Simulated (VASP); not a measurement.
# Hf (Pm-3m) in VASP: a series of runs

The runs below take Hf through single point, relaxation of cell and atoms, with PBE.

All numbers are computed with VASP 6.6.1; they aren't measurements. Logs are shortened: lines on timing, memory, paths and dates and some standing lists are left out, and cuts for length are marked.

## 1. The cell of the first run

It takes space group Pm-3m (No. 221, cubic). The conventional cell has a = 4.272 Å, b = 4.272 Å, c = 4.272 Å, α = 90.00°, β = 90.00°, γ = 90.00°. Hf (site symmetry 4/mmm) has 8 Hf at 3.02 Å within 4.0 Å.

The cell was built from a structure type or drawn by symmetry, and may not be a known phase.

## 2. Single point, PBE

INCAR

```
SYSTEM = Hf
  PREC = Accurate
  ENCUT = 520
  EDIFF = 1E-7
  ISMEAR = 0
  SIGMA = 0.1
  LREAL = .False.
  LASPH = .True.
  NELM = 80
  ALGO = Fast
  ISIF = 2
  LWAVE = .False.
  LCHARG = .True.
  GGA = PE
  LELF = .True.
  LVHAR = .True.
  NBANDS = 22
```

KPOINTS

```
Automatic mesh
0
Gamma
  12 12 12
  0 0 0
```

POSCAR

```
Hf
1.0
    4.2717971696      0.0000000000      0.0000000000
    0.0000000000      4.2717971696      0.0000000000
    0.0000000000      0.0000000000      4.2717971696
Hf
3
Direct
    0.0000000000      0.5000000000      0.5000000000
    0.5000000000      0.0000000000      0.5000000000
    0.5000000000      0.5000000000      0.0000000000
```

Potentials or basis: VASP PAW PBE potentials, release 64 (Hf_pv).

On the command line:

```console
> cat potpaw_PBE.64/Hf_pv/POTCAR > POTCAR
> mpirun -np 1 vasp_std > vasp.out
```

OUTCAR:

```text
SYSTEM = Hf
   PREC = Accurate
   ENCUT = 520
   EDIFF = 1E-7
   ISMEAR = 0
   LREAL = .False.
   LASPH = .True.
   NELM = 80
   ISIF = 2
   GGA = PE

 ion  position               nearest neighbor table
   1  0.000  0.500  0.500-   2 3.02   3 3.02   3 3.02   2 3.02   2 3.02   3 3.02   3 3.02   2 3.02

   2  0.500  0.000  0.500-   1 3.02   3 3.02   3 3.02   1 3.02   3 3.02   3 3.02   1 3.02   1 3.02

   3  0.500  0.500  0.000-   1 3.02   2 3.02   1 3.02   2 3.02   2 3.02   2 3.02   1 3.02   1 3.02

  LATTYP: Found a simple cubic cell.
 ALAT       =     4.2717971696

  Lattice vectors:

 A1 = (   4.2717971696,   0.0000000000,   0.0000000000)
 A2 = (   0.0000000000,   4.2717971696,   0.0000000000)
 A3 = (   0.0000000000,   0.0000000000,   4.2717971696)

Analysis of symmetry for initial positions (statically):
=====================================================================
 Subroutine PRICEL returns:
 Original cell was already a primitive cell.

 Routine SETGRP: Setting up the symmetry group for a
 simple cubic supercell.

 Subroutine GETGRP returns: Found 48 space group operations
 (whereof 48 operations were pure point group operations)
 out of a pool of 48 trial point group operations.

The static configuration has the point symmetry O_h .

Analysis of symmetry for dynamics (positions and initial velocities):
=====================================================================
 Subroutine PRICEL returns:
 Original cell was already a primitive cell.

 Routine SETGRP: Setting up the symmetry group for a
 simple cubic supercell.

 Subroutine GETGRP returns: Found 48 space group operations
 (whereof 48 operations were pure point group operations)
 out of a pool of 48 trial point group operations.

The dynamic configuration has the point symmetry O_h .

 Subroutine INISYM returns: Found 48 space group operations
 (whereof 48 operations are pure point group operations),
 and found     1 'primitive' translations

----------------------------------------------------------------------------------------

                                     Primitive cell

  volume of cell :      77.9528

  direct lattice vectors                    reciprocal lattice vectors
     4.271797170  0.000000000  0.000000000     0.234093512  0.000000000  0.000000000
     0.000000000  4.271797170  0.000000000     0.000000000  0.234093512  0.000000000
     0.000000000  0.000000000  4.271797170     0.000000000  0.000000000  0.234093512

  length of vectors
     4.271797170  4.271797170  4.271797170     0.234093512  0.234093512  0.234093512
[... 79 lines left out ...]
   LSORBIT =      F    spin-orbit coupling
   LASPH  =      T    aspherical Exc in radial PAW
   ENCUT  =  520.0 eV  38.22 Ry    6.18 a.u.   7.94  7.94  7.94*2*pi/ulx,y,z
   NELM   =     80;   NELMIN=  2; NELMDL= -5     # of ELM steps
   EDIFF  = 0.1E-06   stopping-criterion for ELM
   LREAL  =      F    real-space projection
   EDIFFG = 0.1E-05   stopping-criterion for IOM
   NSW    =      0    number of steps for IOM
   IBRION =     -1    ionic relax: 0-MD 1-quasi-New 2-CG
   NFREE  =      0    steps in history (QN), initial steepest desc. (CG)
   ISIF   =      2    stress and relaxation
   ISYM   =      2    0-nonsym 1-usesym 2-fastsym
   POTIM  = 0.5000    time-step for ionic-motion
   TEBEG  =    0.0;   TEEND  =   0.0 temperature during run
   PSTRESS=    0.0 pullay stress
   NELECT =      30.0000    total number of electrons
   NUPDOWN=      -1.0000    fix difference up-down
   EMIN   =  10.00;   EMAX   =-10.00  energy-range for DOS
   EFERMI =   0.00;   METHOD = LEGACY
   ISMEAR =     0;   SIGMA  =   0.10  broadening in eV -4-tet -1-fermi 0-gaus
   EFERMI_NEDOS =   21; number of points for ismear=-14 and -15
   IALGO  =     68    algorithm
   IMIX   =      4    mixing-type and parameters
     AMIX     =   0.40;   BMIX     =  1.00
     AMIX_MAG =   1.60;   BMIX_MAG =  1.00
  volume/ion in A,a.u.               =      25.98       175.35
  Fermi-wavevector in a.u.,A,eV,Ry     =   1.190798  2.250281 19.293047  1.417999
  Thomas-Fermi vector in A             =   2.326874
   LORBIT       =      0    0 simple, 1 ext, 2 COOP (PROOUT), +10 PAW based schemes
   GGA     = PE    functional components
   LHFCALC =     F    Hartree Fock is set to
   AEXX    =    0.0000 exact exchange contribution
   IVDW    =     0    specifies the selected vdW correction
   LEPSILON=     F    determine dielectric tensor
   LRPA    =     F    only Hartree local field effects (RPA)
 non-spin polarized calculation
 RMM-DIIS sequential band-by-band and
 Gauss-broadening in eV      SIGMA  =   0.10
  energy-cutoff  :      520.00
  volume of cell :       77.95
 maximum number of plane-waves:      2176
 NGX is ok and might be reduce to    32
   NGX = 15   NGY = 15   NGZ = 15

 number of electron      29.9999995 magnetization

 Free energy of the ion-electron system (eV)
  ---------------------------------------------------
  ext. energy  EPLUGINS =         0.00000000
  ---------------------------------------------------
  free energy    TOTEN  =       -27.19765402 eV

  energy without entropy =      -27.17785230  energy(sigma->0) =      -27.18775316

 E-fermi :   3.5112     XC(G=0): -10.4346

 val. band max:        3.5104356160   @ k =   0.5000   0.3333   0.0000
 cond. band min:       3.5112977274   @ k =   0.5000   0.4167   0.0833
 fundamental gap:      0.0008621115
 Fermi energy:         3.5111574220

 k-point     1 :       0.0000    0.0000    0.0000
  band No.  band energies     occupation
      1     -27.2683      2.00000
      2     -27.2683      2.00000
      3     -27.2683      2.00000
      4     -26.8180      2.00000
      5     -26.8180      2.00000
      6     -26.8180      2.00000
[... 589 lines left out ...]
     21       6.3496      0.00000
     22       7.0173      0.00000

 [... further k-points ...]
[... 5 lines left out ...]
  --------------------------------------------------------------------------------------
  -------------------------------------------------------------------------------------
  Total       -0.1316024     -0.1316024     -0.1316024      0.0000000      0.0000000     -0.0000000
  in kB       -2.7048454     -2.7048454     -2.7048454      0.0000000      0.0000000     -0.0000000
  external PRESSURE =      -2.7048454 kB  Pullay stress =       0.0000000 kB

 VOLUME and BASIS-vectors are now :
 -----------------------------------------------------------------------------
  energy-cutoff  :      520.00
  volume of cell :       77.95
      direct lattice vectors                 reciprocal lattice vectors
     4.271797170  0.000000000  0.000000000     0.234093512  0.000000000  0.000000000
     0.000000000  4.271797170  0.000000000     0.000000000  0.234093512  0.000000000
     0.000000000  0.000000000  4.271797170     0.000000000  0.000000000  0.234093512

 POSITION                                       TOTAL-FORCE (eV/Angst)
 -----------------------------------------------------------------------------------
      0.00000      2.13590      2.13590         0.000000      0.000000      0.000000
      2.13590      0.00000      2.13590         0.000000      0.000000      0.000000
      2.13590      2.13590      0.00000         0.000000      0.000000      0.000000
 -----------------------------------------------------------------------------------
    total drift:                                0.000000     -0.000000     -0.000000

  FREE ENERGIE OF THE ION-ELECTRON SYSTEM (eV)
  ---------------------------------------------------
  free  energy   TOTEN  =       -27.1976540242 eV

  energy  without entropy=      -27.1778522956  energy(sigma->0) =      -27.18775316
```

stdout:

```text
POSCAR found type information on POSCAR Hf
 POSCAR found :  1 types and       3 ions
 scaLAPACK will be used
 LDA part: xc-table for (Slater+PW92), standard interpolation
 POSCAR, INCAR and KPOINTS ok, starting setup
 FFT: planning ... GRIDC
 FFT: planning ... GRID_SOFT
 FFT: planning ... GRID
 WAVECAR not read
 entering main loop
```

Wall time 68 s (1 thread of Intel Xeon Platinum 8559C (Emerald Rapids), shared host); peak memory 0.25 GiB.

Results:

```
Free energy            : -27.1977 eV
Pressure               : -0.3 GPa
Band gap on the k mesh : zero (bands 15 and 16 overlap by 2.61 eV)
```

Caveat: spin-orbit coupling is left out, which moves the levels of the heavy elements.

## 3. Relaxation of cell and atoms, PBE

This run uses another cell than the first one, of 26.12 Å³/atom.

INCAR

```
SYSTEM = Hf
PREC = Accurate
ENCUT = 600
EDIFF = 1E-6
ISMEAR = 0
SIGMA = 0.1
LREAL = .FALSE.
LASPH = .TRUE.
NELM = 60
ALGO = Fast
ISIF = 3
LWAVE = .FALSE.
LCHARG = .FALSE.
GGA = PE
IBRION = 2
NSW = 100
EDIFFG = -0.01
```

KPOINTS

```
Automatic mesh
0
G
  12 12 12
  0 0 0
```

POSCAR

```
Hf
1.0
    4.2794099307      0.0000000000      0.0000000000
    0.0000000000      4.2794099307      0.0000000000
    0.0000000000      0.0000000000      4.2794099307
Hf
3
Direct
    0.0000000000      0.5000000000      0.5000000000
    0.5000000000      0.0000000000      0.5000000000
    0.5000000000      0.5000000000      0.0000000000
```

Potentials or basis: VASP PAW PBE potentials, release 64 (Hf_pv).

On the command line:

```console
> cat potpaw_PBE.64/Hf_pv/POTCAR > POTCAR
> mpirun -np 1 vasp_std > vasp.out
```

OUTCAR:

```text
SYSTEM = Hf
   PREC = Accurate
   ENCUT = 600
   EDIFF = 1E-6
   ISMEAR = 0
   LREAL = .FALSE.
   LASPH = .TRUE.
   NELM = 60
   ISIF = 3
   GGA = PE
   IBRION = 2
   NSW = 100
   EDIFFG = -0.01

 ion  position               nearest neighbor table
   1  0.000  0.500  0.500-   2 3.03   3 3.03   3 3.03   2 3.03   2 3.03   3 3.03   3 3.03   2 3.03

   2  0.500  0.000  0.500-   1 3.03   3 3.03   3 3.03   1 3.03   3 3.03   3 3.03   1 3.03   1 3.03

   3  0.500  0.500  0.000-   1 3.03   2 3.03   1 3.03   2 3.03   2 3.03   2 3.03   1 3.03   1 3.03

  LATTYP: Found a simple cubic cell.
 ALAT       =     4.2794099307

  Lattice vectors:

 A1 = (   4.2794099307,   0.0000000000,   0.0000000000)
 A2 = (   0.0000000000,   4.2794099307,   0.0000000000)
 A3 = (   0.0000000000,   0.0000000000,   4.2794099307)

Analysis of symmetry for initial positions (statically):
=====================================================================
 Subroutine PRICEL returns:
 Original cell was already a primitive cell.

 Routine SETGRP: Setting up the symmetry group for a
 simple cubic supercell.

 Subroutine GETGRP returns: Found 48 space group operations
 (whereof 48 operations were pure point group operations)
 out of a pool of 48 trial point group operations.

The static configuration has the point symmetry O_h .

Analysis of symmetry for dynamics (positions and initial velocities):
=====================================================================
 Subroutine PRICEL returns:
 Original cell was already a primitive cell.

 Routine SETGRP: Setting up the symmetry group for a
 simple cubic supercell.

 Subroutine GETGRP returns: Found 48 space group operations
 (whereof 48 operations were pure point group operations)
 out of a pool of 48 trial point group operations.

The dynamic configuration has the point symmetry O_h .
[... 122 lines left out ...]
  volume/ion in A,a.u.               =      26.12       176.29
  Fermi-wavevector in a.u.,A,eV,Ry     =   1.188679  2.246278 19.224467  1.412958
  Thomas-Fermi vector in A             =   2.324803
   LORBIT       =      0    0 simple, 1 ext, 2 COOP (PROOUT), +10 PAW based schemes
   GGA     = PE    functional components
   LHFCALC =     F    Hartree Fock is set to
   AEXX    =    0.0000 exact exchange contribution
   IVDW    =     0    specifies the selected vdW correction
   LEPSILON=     F    determine dielectric tensor
   LRPA    =     F    only Hartree local field effects (RPA)
 conjugate gradient relaxation of ions
 non-spin polarized calculation
 RMM-DIIS sequential band-by-band and
 Gauss-broadening in eV      SIGMA  =   0.10
  energy-cutoff  :      600.00
  volume of cell :       78.37
 maximum number of plane-waves:      2632
 NGX is ok and might be reduce to    36
   NGX = 17   NGY = 17   NGZ = 17

--------------------------------------- Ionic step        1  -------------------------------------------

 number of electron      29.9999994 magnetization

 Free energy of the ion-electron system (eV)
  ---------------------------------------------------
  ext. energy  EPLUGINS =         0.00000000
  ---------------------------------------------------
  free energy    TOTEN  =       -27.19679567 eV

  energy without entropy =      -27.17698219  energy(sigma->0) =      -27.18688893

------------------------ aborting loop because EDIFF is reached ----------------------------------------

  FORCE on cell =-STRESS in cart. coord.  units (eV):
  Direction    XX          YY          ZZ          XY          YZ          ZX
  --------------------------------------------------------------------------------------
  -------------------------------------------------------------------------------------
  Total       -0.3218562     -0.3218562     -0.3218562      0.0000000      0.0000000     -0.0000000
  in kB       -6.5799229     -6.5799229     -6.5799229      0.0000000      0.0000000     -0.0000000
  external PRESSURE =      -6.5799229 kB  Pullay stress =       0.0000000 kB
[... 61 lines left out ...]
--------------------------------------- Ionic step        3  -------------------------------------------

 number of electron      29.9999995 magnetization

 Free energy of the ion-electron system (eV)
  ---------------------------------------------------
  ext. energy  EPLUGINS =         0.00000000
  ---------------------------------------------------
  free energy    TOTEN  =       -27.19823076 eV

  energy without entropy =      -27.17843439  energy(sigma->0) =      -27.18833258

 E-fermi :   3.5312     XC(G=0): -10.4497

 val. band max:        3.5300429520   @ k =   0.5000   0.4167   0.0833
 cond. band min:       3.5391197815   @ k =   0.5000   0.4167   0.0000
 fundamental gap:      0.0090768295
 Fermi energy:         3.5312266397

 k-point     1 :       0.0000    0.0000    0.0000
  band No.  band energies     occupation
      1     -27.2445      2.00000
      2     -27.2445      2.00000
      3     -27.2445      2.00000
      4     -26.7878      2.00000
      5     -26.7878      2.00000
      6     -26.7878      2.00000
[... 505 lines left out ...]
      6     -26.8247      2.00000
[... 11 lines left out ...]
     18       4.3392      0.00000
     19       5.4260      0.00000

 [... further k-points ...]
[... 5 lines left out ...]
  --------------------------------------------------------------------------------------
  -------------------------------------------------------------------------------------
  Total        0.0009262      0.0009262      0.0009262     -0.0000000      0.0000000      0.0000000
  in kB        0.0191022      0.0191022      0.0191022     -0.0000000      0.0000000      0.0000000
  external PRESSURE =       0.0191022 kB  Pullay stress =       0.0000000 kB
[... 18 lines left out ...]
  FREE ENERGIE OF THE ION-ELECTRON SYSTEM (eV)
  ---------------------------------------------------
  free  energy   TOTEN  =       -27.1982307579 eV

  energy  without entropy=      -27.1784343946  energy(sigma->0) =      -27.18833258

 reached required accuracy - stopping structural energy minimisation
```

CONTCAR:

```text
Hf
   1.00000000000000
     4.2668089374105405    0.0000000000000000   -0.0000000000000000
     0.0000000000000000    4.2668089374105405    0.0000000000000000
     0.0000000000000000    0.0000000000000000    4.2668089374105405
  Hf
     3
Direct
     0.0000000000000000    0.5000000000000000    0.5000000000000000
     0.5000000000000000    0.0000000000000000    0.5000000000000000
     0.5000000000000000    0.5000000000000000    0.0000000000000000

  0.00000000E+00  0.00000000E+00  0.00000000E+00
  0.00000000E+00  0.00000000E+00  0.00000000E+00
  0.00000000E+00  0.00000000E+00  0.00000000E+00
```

Run time: 2.8 min. Hardware: 1 thread of Intel Xeon Platinum 8559C (Emerald Rapids), shared host; peak memory 0.29 GiB.

Results:

```yaml
Free_energy: -27.1982 eV
Relaxed_volume: 25.89 Å³/atom
Relaxed_cell: a = 4.267 Å, b = 4.267 Å, c = 4.267 Å, α = 90.00°, β = 90.00°, γ = 90.00°
Space_group_after_relaxing_to_0.1_Å: Pm-3m (No. 221)
Energy_gained_by_relaxing: 0.5 meV/atom
Ionic_steps: 3
Pressure_after_relaxing: 0.0 GPa
Band_gap_on_the_k_mesh: zero (bands 15 and 16 overlap by 2.62 eV)
```

Step by step:
```
step  energy change (eV)  largest force (eV/Å)  pressure (GPa)  volume (Å³)
   1              0.0000                0.0000           -0.66        78.37
   2             -0.0006                0.0000            0.49        77.16
   3             -0.0014                0.0000            0.00        77.68
```

Final structure:
```
Hf
1.0
     4.26681    0.00000    0.00000
     0.00000    4.26681    0.00000
     0.00000    0.00000    4.26681
Hf
3
Cartesian
  0.0000 2.1334 2.1334
  2.1334 0.0000 2.1334
  2.1334 2.1334 0.0000
```

Caveat: spin-orbit coupling is left out, which moves the levels of the heavy elements.
